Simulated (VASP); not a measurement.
# Si (P1) in VASP: single point with PBE

Aim: the single point of Si with PBE.

Everything below comes from runs of VASP 6.6.1. Logs are shortened: lines on timing, memory, paths and dates and some standing lists are left out, and cuts for length are marked.

## (1) The cell of the first run

The typed cell holds 8 atoms: a = 5.431 Å, b = 5.431 Å, c = 5.431 Å, α = 90.00°, β = 90.00°, γ = 90.00°.

## (2) Single point, PBE

Contents of INCAR:

```
SYSTEM = Si
  PREC = Accurate
  ENCUT = 500
  EDIFF = 1E-6
  ISMEAR = 0
  SIGMA = 0.01
  LREAL = .False.
  LASPH = .True.
  NELM = 120
  ALGO = Normal
  ISIF = 2
  LWAVE = .False.
  LCHARG = .False.
  GGA = PE
  NBANDS = 26
  GGA_COMPAT = .False.
```

Contents of KPOINTS:

```
regular mesh
0
Gamma
  1 1 1
  0 0 0
```

Contents of POSCAR:

```
Si
1.0
    5.4310000000      0.0000000000      0.0000000000
    0.0000000000      5.4310000000      0.0000000000
    0.0000000000      0.0000000000      5.4310000000
Si
8
Direct
    0.0101310000     -0.0001150000      0.0001770000
   -0.0000020000      0.4899590000      0.5000470000
    0.4998680000     -0.0001230000      0.5149690000
    0.4998920000      0.5000680000     -0.0000340000
    0.2499530000      0.2599110000      0.2498880000
    0.2500860000      0.7501610000      0.7399400000
    0.7601220000      0.2499250000      0.7501040000
    0.7498960000      0.7500270000      0.2499630000
```

Potentials or basis: VASP PAW PBE potentials, release 64 (Si).

The run is started by

```
$ cat potpaw_PBE.64/Si/POTCAR > POTCAR
$ mpirun -np 1 vasp_gam > vasp.out
```

OUTCAR:

```text
SYSTEM = Si
   PREC = Accurate
   ENCUT = 500
   EDIFF = 1E-6
   ISMEAR = 0
   LREAL = .False.
   LASPH = .True.
   NELM = 120
   ISIF = 2
   GGA = PE

 ion  position               nearest neighbor table
   1  0.010  1.000  0.000-   5 2.35   7 2.35   6 2.35   8 2.38
   2  1.000  0.490  0.500-   7 2.29   5 2.29   6 2.35   8 2.38
   3  0.500  1.000  0.515-   6 2.27   7 2.34   8 2.40   5 2.43
   4  0.500  0.500  1.000-   5 2.32   8 2.35   6 2.38   7 2.38
   5  0.250  0.260  0.250-   2 2.29   4 2.32   1 2.35   3 2.43
   6  0.250  0.750  0.740-   3 2.27   1 2.35   2 2.35   4 2.38
   7  0.760  0.250  0.750-   2 2.29   3 2.34   1 2.35   4 2.38
   8  0.750  0.750  0.250-   4 2.35   1 2.38   2 2.38   3 2.40

  LATTYP: Found a simple cubic cell.
 ALAT       =     5.4310000000

  Lattice vectors:

 A1 = (   5.4310000000,   0.0000000000,   0.0000000000)
 A2 = (   0.0000000000,   5.4310000000,   0.0000000000)
 A3 = (   0.0000000000,   0.0000000000,   5.4310000000)

Analysis of symmetry for initial positions (statically):
=====================================================================
 Subroutine PRICEL returns:
 Original cell was already a primitive cell.

 Routine SETGRP: Setting up the symmetry group for a
 simple cubic supercell.

 Subroutine GETGRP returns: Found  1 space group operations
 (whereof  1 operations were pure point group operations)
 out of a pool of 48 trial point group operations.

The static configuration has the point symmetry C_1 .

Analysis of symmetry for dynamics (positions and initial velocities):
=====================================================================
 Subroutine PRICEL returns:
 Original cell was already a primitive cell.

 Routine SETGRP: Setting up the symmetry group for a
 simple cubic supercell.

 Subroutine GETGRP returns: Found  1 space group operations
 (whereof  1 operations were pure point group operations)
 out of a pool of 48 trial point group operations.

The dynamic configuration has the point symmetry C_1 .

 Subroutine INISYM returns: Found  1 space group operations
 (whereof  1 operations are pure point group operations),
 and found     1 'primitive' translations

----------------------------------------------------------------------------------------

                                     Primitive cell

  volume of cell :     160.1915

  direct lattice vectors                    reciprocal lattice vectors
     5.431000000  0.000000000  0.000000000     0.184128153  0.000000000  0.000000000
     0.000000000  5.431000000  0.000000000     0.000000000  0.184128153  0.000000000
     0.000000000  0.000000000  5.431000000     0.000000000  0.000000000  0.184128153

  length of vectors
     5.431000000  5.431000000  5.431000000     0.184128153  0.184128153  0.184128153

  position of ions in fractional coordinates (direct lattice)
     0.010131000  0.999885000  0.000177000
     0.999998000  0.489959000  0.500047000
     0.499868000  0.999877000  0.514969000
     0.499892000  0.500068000  0.999966000
     0.249953000  0.259911000  0.249888000
     0.250086000  0.750161000  0.739940000
     0.760122000  0.249925000  0.750104000
     0.749896000  0.750027000  0.249963000

  ion indices of the primitive-cell ions
   primitive index   ion index
                 1           1
                 2           2
                 3           3
                 4           4
                 5           5
                 6           6
                 7           7
                 8           8

----------------------------------------------------------------------------------------

 KPOINTS: regular mesh

Automatic generation of k-mesh.
 Grid dimensions read from file:
 generate k-points for:    1    1    1

 Generating k-lattice:

  Cartesian coordinates                     Fractional coordinates (reciprocal lattice)
     0.184128153  0.000000000  0.000000000     1.000000000  0.000000000  0.000000000
     0.000000000  0.184128153  0.000000000     0.000000000  1.000000000  0.000000000
     0.000000000  0.000000000  0.184128153     0.000000000  0.000000000  1.000000000

  Length of vectors
     0.184128153  0.184128153  0.184128153

  Shift w.r.t. Gamma in fractional coordinates (k-lattice)
     0.000000000  0.000000000  0.000000000

 Subroutine IBZKPT returns following result:
 ===========================================

 Found      1 irreducible k-points:

 Following reciprocal coordinates:
            Coordinates               Weight
  0.000000  0.000000  0.000000      1.000000
   k-points           NKPTS =      1   k-points in BZ     NKDIM =      1   number of bands    NBANDS=     26
   number of dos      NEDOS =    301   number of ions     NIONS =      8
   total plane-waves  NPLWV =  64000
   dimension x,y,z NGX =    40 NGY =   40 NGZ =   40
   dimension x,y,z NGXF=    80 NGYF=   80 NGZF=   80
   ions per type =               8
   NGX,Y,Z   is equivalent  to a cutoff of  12.24, 12.24, 12.24 a.u.
   NGXF,Y,Z  is equivalent  to a cutoff of  24.49, 24.49, 24.49 a.u.
 SYSTEM =  Si
   PREC   = accura    normal or accurate (medium, high low for compatibility)
   ISTART =      0    job   : 0-new  1-cont  2-samecut
   ICHARG =      2    charge: 1-file 2-atom 10-const
   ISPIN  =      1    spin polarized calculation?
   LNONCOLLINEAR =      F non collinear calculations
   LSORBIT =      F    spin-orbit coupling
   LASPH  =      T    aspherical Exc in radial PAW
   ENCUT  =  500.0 eV  36.75 Ry    6.06 a.u.   9.90  9.90  9.90*2*pi/ulx,y,z
   NELM   =    120;   NELMIN=  2; NELMDL= -5     # of ELM steps
   EDIFF  = 0.1E-05   stopping-criterion for ELM
   LREAL  =      F    real-space projection
   EDIFFG = 0.1E-04   stopping-criterion for IOM
   NSW    =      0    number of steps for IOM
   IBRION =     -1    ionic relax: 0-MD 1-quasi-New 2-CG
   NFREE  =      0    steps in history (QN), initial steepest desc. (CG)
   ISIF   =      2    stress and relaxation
   ISYM   =      2    0-nonsym 1-usesym 2-fastsym
   POTIM  = 0.5000    time-step for ionic-motion
   TEBEG  =    0.0;   TEEND  =   0.0 temperature during run
   PSTRESS=    0.0 pullay stress
   NELECT =      32.0000    total number of electrons
   NUPDOWN=      -1.0000    fix difference up-down
   EMIN   =  10.00;   EMAX   =-10.00  energy-range for DOS
   EFERMI =   0.00;   METHOD = LEGACY
   ISMEAR =     0;   SIGMA  =   0.01  broadening in eV -4-tet -1-fermi 0-gaus
   EFERMI_NEDOS =   21; number of points for ismear=-14 and -15
   IALGO  =     38    algorithm
   IMIX   =      4    mixing-type and parameters
     AMIX     =   0.40;   BMIX     =  1.00
     AMIX_MAG =   1.60;   BMIX_MAG =  1.00
  volume/ion in A,a.u.               =      20.02       135.13
  Fermi-wavevector in a.u.,A,eV,Ry     =   0.956999  1.808467 12.460868  0.915848
  Thomas-Fermi vector in A             =   2.085978
   LORBIT       =      0    0 simple, 1 ext, 2 COOP (PROOUT), +10 PAW based schemes
   GGA     = PE    functional components
   LHFCALC =     F    Hartree Fock is set to
   AEXX    =    0.0000 exact exchange contribution
   IVDW    =     0    specifies the selected vdW correction
   LEPSILON=     F    determine dielectric tensor
   LRPA    =     F    only Hartree local field effects (RPA)
 non-spin polarized calculation
 Gauss-broadening in eV      SIGMA  =   0.01
  energy-cutoff  :      500.00
  volume of cell :      160.19
 maximum number of plane-waves:      2034
 NGX is ok and might be reduce to    40
   NGX = 19   NGY = 19   NGZ = 19

 number of electron      32.0000003 magnetization

 Free energy of the ion-electron system (eV)
  ---------------------------------------------------
  ext. energy  EPLUGINS =         0.00000000
  ---------------------------------------------------
  free energy    TOTEN  =       -33.06483127 eV

  energy without entropy =      -33.06483127  energy(sigma->0) =      -33.06483127

 E-fermi :   6.4083     XC(G=0):  -9.1987

 val. band max:        6.3236397794   @ k =   0.0000   0.0000   0.0000
 cond. band min:       6.5858710200   @ k =   0.0000   0.0000   0.0000
 fundamental gap:      0.2622312407
 Fermi energy:         6.4083049367

 k-point     1 :       0.0000    0.0000    0.0000
  band No.  band energies     occupation
      1      -5.8862      2.00000
      2      -1.9288      2.00000
      3      -1.8381      2.00000
      4      -1.7383      2.00000
      5      -1.6784      2.00000
      6      -1.5915      2.00000
      7      -1.5259      2.00000
      8       3.1316      2.00000
      9       3.1457      2.00000
     10       3.2030      2.00000
     11       3.2459      2.00000
     12       3.2597      2.00000
     13       3.3122      2.00000
     14       5.9268      2.00000
     15       6.1453      2.00000
     16       6.3236      2.00000
     17       6.5859      0.00000
     18       6.6619      0.00000
     19       6.7234      0.00000
     20       6.7534      0.00000
     21       6.8343      0.00000
     22       6.8868      0.00000
     23       8.4614      0.00000
     24       8.5810      0.00000
     25       8.7079      0.00000
     26       9.5220      0.00000

------------------------ aborting loop because EDIFF is reached ----------------------------------------

  FORCE on cell =-STRESS in cart. coord.  units (eV):
  Direction    XX          YY          ZZ          XY          YZ          ZX
  --------------------------------------------------------------------------------------
  -------------------------------------------------------------------------------------
  Total       10.9177636     10.6118083     10.8010678      1.4909828     -0.0767353     -1.0780198
  in kB      109.1955302    106.1354757    108.0283807     14.9122721     -0.7674785    -10.7819650
  external PRESSURE =     107.7864622 kB  Pullay stress =       0.0000000 kB

 VOLUME and BASIS-vectors are now :
 -----------------------------------------------------------------------------
  energy-cutoff  :      500.00
  volume of cell :      160.19
      direct lattice vectors                 reciprocal lattice vectors
     5.431000000  0.000000000  0.000000000     0.184128153  0.000000000  0.000000000
     0.000000000  5.431000000  0.000000000     0.000000000  0.184128153  0.000000000
     0.000000000  0.000000000  5.431000000     0.000000000  0.000000000  0.184128153

 POSITION                                       TOTAL-FORCE (eV/Angst)
 -----------------------------------------------------------------------------------
      0.05502      5.43038      0.00096         0.165002     -0.085614      0.002309
      5.43099      2.66097      2.71576        -0.325229      0.864034     -0.596417
      2.71478      5.43033      2.79680         0.334850      0.762074     -0.886221
      2.71491      2.71587      5.43082         0.211115      0.352445     -0.748958
      1.35749      1.41158      1.35714         0.501655     -0.766956      0.393432
      1.35822      4.07412      4.01861        -0.449377     -0.944887      0.551729
      4.12822      1.35734      4.07381        -0.232746     -0.322822      0.949655
      4.07269      4.07340      1.35755        -0.205270      0.141726      0.334471
 -----------------------------------------------------------------------------------
    total drift:                                0.000046      0.000001     -0.000023

  FREE ENERGIE OF THE ION-ELECTRON SYSTEM (eV)
  ---------------------------------------------------
  free  energy   TOTEN  =       -33.0648312673 eV

  energy  without entropy=      -33.0648312673  energy(sigma->0) =      -33.06483127
```

Wall time 6.8 s (1 thread of Intel Xeon Platinum 8559C (Emerald Rapids), shared host); peak memory 0.21 GiB.

What came out:

* Free energy: -33.0648 eV
* Pressure: 10.8 GPa
* Largest force: 1.216 eV/Å
* Band gap on the k mesh: 0.26 eV

Forces on the atoms (eV/Å):
```
Si   0.165 -0.086  0.002
Si  -0.325  0.864 -0.596
Si   0.335  0.762 -0.886
Si   0.211  0.352 -0.749
Si   0.502 -0.767  0.393
Si  -0.449 -0.945  0.552
Si  -0.233 -0.323  0.950
Si  -0.205  0.142  0.334
```

Stress tensor (GPa, compression positive):
```
10.92  1.49 -1.08
 1.49 10.61 -0.08
-1.08 -0.08 10.80
```

Caveat: the k points lie up to 1.16 Å⁻¹ apart; forces of over 1 eV/Å act on the atoms, so gaps and moduli don't describe the material at rest. A k mesh can miss the band edges.
